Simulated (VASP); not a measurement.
# NaCdI3 (Pm-3m) in VASP: a series of runs, part 2 of 2

VASP 6.6.1.

### Step 3. Single point, r2SCAN (38.97 Å³/atom)

This run uses another cell than the first one, of 38.97 Å³/atom.

POSCAR reads:

```
NaCdI3
1.0
    5.7975337484      0.0000000000      0.0000000000
    0.0000000000      5.7975337484      0.0000000000
    0.0000000000      0.0000000000      5.7975337484
Na Cd I
1 1 3
Direct
    0.0000000000      0.0000000000      0.0000000000
    0.5000000000      0.5000000000      0.5000000000
    0.5000000000      0.5000000000      0.0000000000
    0.5000000000      0.0000000000      0.5000000000
    0.0000000000      0.5000000000      0.5000000000
```

INCAR.step1 reads:

```
  ALGO = Normal
  EDIFF = 1E-4
  ENCUT = 520
  GGA = PE
  ISMEAR = -1
  LASPH = True
  LCHARG = False
  LREAL = False
  LWAVE = True
  NBANDS = 28
  NELM = 100
  PREC = Accurate
  SIGMA = 0.02
```

INCAR.step2 reads:

```
  ALGO = Normal
  EDIFF = 1E-6
  ENCUT = 520
  ISIF = 2
  ISMEAR = -1
  ISTART = 1
  LASPH = True
  LCHARG = False
  LMIXTAU = True
  LREAL = False
  LWAVE = False
  METAGGA = R2SCAN
  NBANDS = 28
  NELM = 100
  PREC = Accurate
  SIGMA = 0.02
```

KPOINTS reads:

```
k-points
0
Gamma
  4 4 4
```

Potentials or basis: VASP PAW PBE potentials, release 64 (Na_pv, Cd, I).

On the command line:

```bash
$ cat potpaw_PBE.64/Na_pv/POTCAR potpaw_PBE.64/Cd/POTCAR potpaw_PBE.64/I/POTCAR > POTCAR
$ cp INCAR.step1 INCAR
$ mpirun -np 1 vasp_std > vasp.out
$ cp INCAR.step2 INCAR
$ mpirun -np 1 vasp_std > vasp.out
```

It took 3.5 min on 1 thread of AMD EPYC 9R45 (Zen 5), shared host; peak memory 0.35 GiB.

It converged, with:

- Free energy: -101.2393 eV
- Pressure: 1.7 GPa
- Band gap on the k mesh: 0.23 eV (least direct gap 0.83 eV)

Levels at points of the mesh, in eV from the valence-band top:
| k point | band 18 | band 19 | band 20 | band 21 | band 22 | band 23 |
| --- | --- | --- | --- | --- | --- | --- |
| (0.00, 0.00, 0.00) | -0.60 | -0.60 | -0.60 | 0.23 | 3.09 | 6.09 |
| (0.50, 0.00, 0.00) | -1.11 | -0.70 | -0.70 | 3.25 | 4.44 | 5.13 |
| (0.50, 0.50, 0.00) | -1.20 | -0.12 | -0.01 | 4.67 | 4.99 | 5.53 |
| (0.50, 0.50, 0.50) | 0.00 | 0.00 | 0.00 | 3.25 | 4.89 | 4.89 |

Caveat: the PAW data sets were made with another functional, which shifts forces and pressure a little; spin-orbit coupling is left out, which moves the levels of the heavy elements. A k mesh can miss the band edges.

### Step 4. Single point, r2SCAN (40.22 Å³/atom)

This run uses another cell than the first one, of 40.22 Å³/atom.

POSCAR, as its differences from that of step 3:

```diff
@@ -2,5 +2,5 @@
 1.0
-    5.7975337484      0.0000000000      0.0000000000
-    0.0000000000      5.7975337484      0.0000000000
-    0.0000000000      0.0000000000      5.7975337484
+    5.8585649045      0.0000000000      0.0000000000
+    0.0000000000      5.8585649045      0.0000000000
+    0.0000000000      0.0000000000      5.8585649045
 Na Cd I
```

INCAR.step1 reads:

```
SYSTEM = NaCdI3
  PREC = Accurate
  ENCUT = 520
  ISMEAR = -1
  SIGMA = 0.02
  LREAL = .False.
  LASPH = .True.
  NELM = 60
  NBANDS = 28
  GGA = PE
  ALGO = Normal
  EDIFF = 1E-4
  LWAVE = .True.
  LCHARG = .False.
```

INCAR.step2 reads:

```
SYSTEM = NaCdI3
  PREC = Accurate
  ENCUT = 520
  EDIFF = 1E-7
  ISMEAR = -1
  SIGMA = 0.02
  LREAL = .False.
  LASPH = .True.
  NELM = 60
  ALGO = Normal
  ISIF = 2
  LWAVE = .False.
  LCHARG = .False.
  METAGGA = R2SCAN
  LMIXTAU = .True.
  NBANDS = 28
  ISTART = 1
```

KPOINTS reads:

```
Automatic mesh
0
Gamma
  4 4 4
  0 0 0
```

Potentials or basis: VASP PAW PBE potentials, release 64 (Na_pv, Cd, I).

On the command line:

```bash
$ cat potpaw_PBE.64/Na_pv/POTCAR potpaw_PBE.64/Cd/POTCAR potpaw_PBE.64/I/POTCAR > POTCAR
$ cp INCAR.step1 INCAR
$ mpirun -np 1 vasp_std > vasp.out
$ cp INCAR.step2 INCAR
$ mpirun -np 1 vasp_std > vasp.out
```

OUTCAR:

```text
SYSTEM = NaCdI3
   PREC = Accurate
   ENCUT = 520
   EDIFF = 1E-7
   ISMEAR = -1
   LREAL = .False.
   LASPH = .True.
   NELM = 60
   ISIF = 2
   METAGGA = R2SCAN
   ISTART = 1

 ion  position               nearest neighbor table
   1  0.000  0.000  0.000-
   2  0.500  0.500  0.500-   3 2.93   4 2.93   5 2.93   3 2.93   4 2.93   5 2.93
   3  0.500  0.500  0.000-   2 2.93   2 2.93
   4  0.500  0.000  0.500-   2 2.93   2 2.93
[... 496 lines left out ...]
  Direction    XX          YY          ZZ          XY          YZ          ZX
  --------------------------------------------------------------------------------------
  -------------------------------------------------------------------------------------
  Total        1.0105896      1.0105896      1.0105896      0.0000000      0.0000000      0.0000000
  in kB        8.0521467      8.0521467      8.0521467      0.0000000      0.0000000      0.0000000
  external PRESSURE =       8.0521467 kB  Pullay stress =       0.0000000 kB

 VOLUME and BASIS-vectors are now :
 -----------------------------------------------------------------------------
  energy-cutoff  :      520.00
  volume of cell :      201.08
      direct lattice vectors                 reciprocal lattice vectors
     5.858564904  0.000000000  0.000000000     0.170690266  0.000000000  0.000000000
     0.000000000  5.858564904  0.000000000     0.000000000  0.170690266  0.000000000
     0.000000000  0.000000000  5.858564904     0.000000000  0.000000000  0.170690266

 POSITION                                       TOTAL-FORCE (eV/Angst)
 -----------------------------------------------------------------------------------
      0.00000      0.00000      0.00000         0.000000      0.000000      0.000000
      2.92928      2.92928      2.92928         0.000000      0.000000      0.000000
      2.92928      2.92928      0.00000         0.000000      0.000000      0.000000
      2.92928      0.00000      2.92928         0.000000      0.000000      0.000000
      0.00000      2.92928      2.92928         0.000000      0.000000      0.000000
 -----------------------------------------------------------------------------------
    total drift:                                0.000000     -0.000000     -0.000000

  FREE ENERGIE OF THE ION-ELECTRON SYSTEM (eV)
  ---------------------------------------------------
  free  energy   TOTEN  =      -101.2873038747 eV

  energy  without entropy=     -101.2871401292  energy(sigma->0) =     -101.28722200
```

OUTCAR.step1:

```text
SYSTEM = NaCdI3
   PREC = Accurate
   ENCUT = 520
   ISMEAR = -1
   LREAL = .False.
   LASPH = .True.
[... 525 lines left out ...]
      2.92928      2.92928      0.00000         0.000000      0.000000      0.000000
      2.92928      0.00000      2.92928         0.000000      0.000000      0.000000
      0.00000      2.92928      2.92928         0.000000      0.000000      0.000000
 -----------------------------------------------------------------------------------
    total drift:                                0.000000     -0.000000     -0.000000

  FREE ENERGIE OF THE ION-ELECTRON SYSTEM (eV)
  ---------------------------------------------------
  free  energy   TOTEN  =        -9.8243724093 eV

  energy  without entropy=       -9.8222127645  energy(sigma->0) =       -9.82329259
```

Wall time 3.3 min (1 thread of AMD EPYC 9R45 (Zen 5), shared host); peak memory 0.35 GiB.

What came out:

```yaml
Free_energy: -101.2873 eV
Pressure: 0.8 GPa
Band_gap_on_the_k_mesh: 0.20 eV (least direct gap 0.77 eV)
```

Levels at points of the mesh, in eV from the valence-band top:
| k point | band 17 | band 18 | band 19 | band 20 | band 21 | band 22 | band 23 | band 24 |
| --- | --- | --- | --- | --- | --- | --- | --- | --- |
| (0.00, 0.00, 0.00) | -0.83 | -0.57 | -0.57 | -0.57 | 0.20 | 3.09 | 6.14 | 6.14 |
| (0.50, 0.00, 0.00) | -1.17 | -1.04 | -0.66 | -0.66 | 3.14 | 4.43 | 5.12 | 6.63 |
| (0.50, 0.50, 0.00) | -1.14 | -1.14 | -0.16 | -0.01 | 4.65 | 4.81 | 5.51 | 5.51 |
| (0.50, 0.50, 0.50) | -0.15 | 0.00 | 0.00 | 0.00 | 3.31 | 4.87 | 4.87 | 4.87 |

Caveat: the PAW data sets were made with another functional, which shifts forces and pressure a little; spin-orbit coupling is left out, which moves the levels of the heavy elements. A k mesh can miss the band edges.

### Step 5. The runs side by side

```csv
level,cell,gap on the mesh (eV),pressure (GPa)
PBE,"a = 6.079 Å, 5 atoms",none,-0.9
r2SCAN,"a = 5.798 Å, 5 atoms",0.23,1.7
r2SCAN,"a = 5.859 Å, 5 atoms",0.20,0.8
```

Alike in all rows: task single point; potentials or basis VASP PAW PBE potentials, release 64 (Na_pv, Cd, I); no spin polarisation; k mesh 4 × 4 × 4; cutoff (eV) 520; smearing fermi-dirac 0.02 eV.

Caveats: spin-orbit coupling is left out, which moves the levels of the heavy elements; the PAW data sets were made with another functional, which shifts forces and pressure a little (at least some runs).

Total energies depend on the potentials used, so only differences within one code and one set of settings carry meaning.
